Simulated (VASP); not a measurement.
The system is SiC4.

```xyz
5
Lattice="4.2855 0.0000 0.0000 -2.1428 3.7114 0.0000 0.0000 0.0000 4.8637" Properties=species:S:1:pos:R:3 pbc="T T T"
Si    0.0000    0.0000    0.0000
C     0.0000    2.4742    3.8898
C     0.0000    2.4742    0.9738
C     2.1428    1.2371    0.9738
C     2.1428    1.2371    3.8898
```

The cell was built from a structure type or drawn by symmetry, and may not be a known phase.

```yaml
Program: VASP 6.6.1
Task: relaxation of cell and atoms
Functional: PBE
Potentials_or_basis: VASP PAW PBE potentials, release 64 (Si, C_h)
Cutoff: 910 eV
k_mesh: 6 × 6 × 4
Occupations: gaussian, width 0.1 eV
Spin: no spin polarisation
```

At the start: pressure -27.9 GPa; volume 15.47 Å³/atom.

Task: Where does the relaxation end?

Result: Over 33 steps the energy falls by 1163.0 meV/atom and the volume is 10.47 Å³/atom (-32.3 %); space group P6/mmm (No. 191, to 0.1 Å) before and after.

The path:
```
step  energy change (eV)  largest force (eV/Å)  pressure (GPa)  volume (Å³)
   1              0.0000                2.8907          -27.85        77.36
   2             -5.1644                0.3092          -11.96        50.98
   3             -5.2266                1.9341           -3.42        48.59
   4             -5.2321                1.3367           -6.49        49.35
   5             -5.7124                0.1650            1.10        44.12
   6             -5.7177                0.0696           -0.04        44.54
   7             -5.7177                0.0467           -0.29        44.63
   8             -5.7180                0.0190            0.43        44.54
   9             -5.7180                0.0073            0.30        44.56
  10             -5.7185                0.0114            0.41        44.61
  11             -5.7194                0.0658            0.70        44.75
  12             -5.7189                0.1985            1.27        45.02
  13             -5.7195                0.1165            0.95        44.87
  14             -5.7196                0.1189            0.95        44.88
  15             -5.7198                0.1265            0.97        44.92
  16             -5.7203                0.1437            1.02        45.00
  17             -5.7217                0.1815            1.10        45.17
  18             -5.7260                0.2552            1.28        45.49
  19             -5.7368                0.3814            1.70        46.14
  20             -5.7499                0.5317            2.75        47.40
  21             -5.7501                0.5331            2.77        47.44
  22             -5.7508                0.5374            2.82        47.55
  23             -5.7519                0.5437            2.93        47.78
  24             -5.7528                0.5522            3.18        48.22
  25             -5.7546                0.5408            3.16        48.27
  26             -5.7597                0.5063            3.12        48.41
  27             -5.7692                0.4337            3.03        48.70
  28             -5.7852                0.2750            2.92        49.28
  29             -5.8034                0.1051            2.90        50.44
  30             -5.8049                0.2722            2.91        50.95
  31             -5.8097                0.2070            2.07        51.32
  32             -5.8151                0.0003           -0.37        52.46
  33             -5.8152                0.0153           -0.20        52.37
```

Final structure:
```xyz
5
Lattice="3.4599 0.0000 0.0000 -1.7299 2.9963 0.0000 0.0000 0.0000 5.0520" Properties=species:S:1:pos:R:3 pbc="T T T"
Si    0.0000    0.0000    0.0000
C     0.0000    1.9976    4.2874
C     0.0000    1.9976    0.7646
C     1.7299    0.9988    0.7646
C     1.7299    0.9988    4.2874
```

Caveat: the cutoff is under 1.25 times the usual one of these potentials, so pressure, stress and relaxed cells hold a basis-set (Pulay) error; the volume moved by over 15 % at a fixed basis, so the end points are rough; this functional lacks dispersion, which binds the layers, so the pressure and a relaxed spacing across them are unreliable.
